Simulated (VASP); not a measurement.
Write the native input for VASP 6.6.1 that does the following.

* Task: relaxation of cell and atoms
* Functional: RPBE
* Dispersion: D4
* Potentials or basis: VASP PAW PBE potentials, release 64 (Mg, B)
* Cutoff: 600 eV
* k mesh: 10 × 10 × 8
* Occupations: fermi-dirac, width 0.05 eV
* Spin: no spin polarisation
* Dipole correction: no
* Further INCAR settings: ALGO = Normal; EDIFF = 1e-06; IBRION = 2; EDIFFG = -0.01; NSW = 60; ISIF = 3

The structure of MgB2 lies in POSCAR:

```
MgB2
1.0
    3.0850000000      0.0000000000      0.0000000000
   -1.5425000000      2.6716883707      0.0000000000
    0.0000000000      0.0000000000      3.5230000000
Mg B
1 2
Direct
    0.0000000000      0.0000000000      0.0000000000
    0.6666666667      0.3333333333      0.5000000000
    0.3333333333      0.6666666667      0.5000000000
```

These files were run (other wordings do the same):

INCAR

```
SYSTEM = MgB2
  ALGO = Normal
  EDIFF = 1E-6
  EDIFFG = -0.01
  ENCUT = 600
  GGA = RP
  IBRION = 2
  ISIF = 3
  ISMEAR = -1
  IVDW = 13
  LASPH = .True.
  LCHARG = .False.
  LREAL = .False.
  LWAVE = .False.
  NELM = 100
  NSW = 60
  PREC = Accurate
  SIGMA = 0.05
```

KPOINTS

```
k-points
0
Gamma
  10 10 8
  0 0 0
```

Potentials or basis: VASP PAW PBE potentials, release 64 (Mg, B).

The run is started by

```bash
$ cat potpaw_PBE.64/Mg/POTCAR potpaw_PBE.64/B/POTCAR > POTCAR
$ mpirun -np 1 vasp_std > vasp.out
```

Results of the run:

The relaxed volume is 9.20 Å³/atom, the relaxed cell is a = 3.053 Å, b = 3.053 Å, c = 3.421 Å, α = 90.00°, β = 90.00°, γ = 120.00° and the space group after relaxing (to 0.05 Å) is P6/mmm (No. 191). The energy gained by relaxing is 10.8 meV/atom. The ionic steps are 5 and the pressure after relaxing is 0.0 GPa. The band gap on the k mesh is zero (band 4 reaches 6.99 eV, above the bottom of band 5 at 4.29 eV) and the dispersion energy per atom is -0.496 eV.

Caveat: the PAW data sets were made with another functional, which shifts forces and pressure a little; pairwise dispersion overbinds metals, which lowers pressure and volume.

Wall time 91 s on 1 thread of Intel Xeon 8259CL, with other jobs on the host, peak memory 0.18 GiB.
